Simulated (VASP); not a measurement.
A run of VASP 6.6.1 is set up as follows.

INCAR

```
PREC = Accurate ; ENCUT = 520
EDIFF = 1E-8 ; ISMEAR = 0
SIGMA = 0.01 ; LREAL = F
LASPH = T ; NELM = 100
ALGO = Normal ; ISIF = 2
LWAVE = F ; LCHARG = F
METAGGA = R2SCAN ; LMIXTAU = T
LCALCEPS = T
```

Contents of KPOINTS:

```
regular mesh
0
Gamma
  8 8 8
```

The input POSCAR:

```
MgO
1.0
    0.0000000000      2.0180807188      2.0180807188
    2.0180807188      0.0000000000      2.0180807188
    2.0180807188      2.0180807188      0.0000000000
Mg O
1 1
Direct
    0.0000000000      0.0000000000      0.0000000000
    0.5000000000      0.5000000000      0.5000000000
```

Potentials or basis: VASP PAW PBE potentials, release 64 (Mg, O).

The run is started by

```console
$ cat potpaw_PBE.64/Mg/POTCAR potpaw_PBE.64/O/POTCAR > POTCAR
$ mpirun -np 1 vasp_std > vasp.out
```

Predict the electronic dielectric tensor (diagonal).

2.83.

Estimate the Born charges (mean of the diagonal).

Mg +1.88; O -1.88 e.

What does it give for the band gap on the k mesh?

7.01 eV, direct.

Electronic dielectric tensor:
```
2.83 0.00 0.00
0.00 2.83 0.00
0.00 0.00 2.83
```

Caveat: the cell differs from its parent crystal (strain -4.0%).
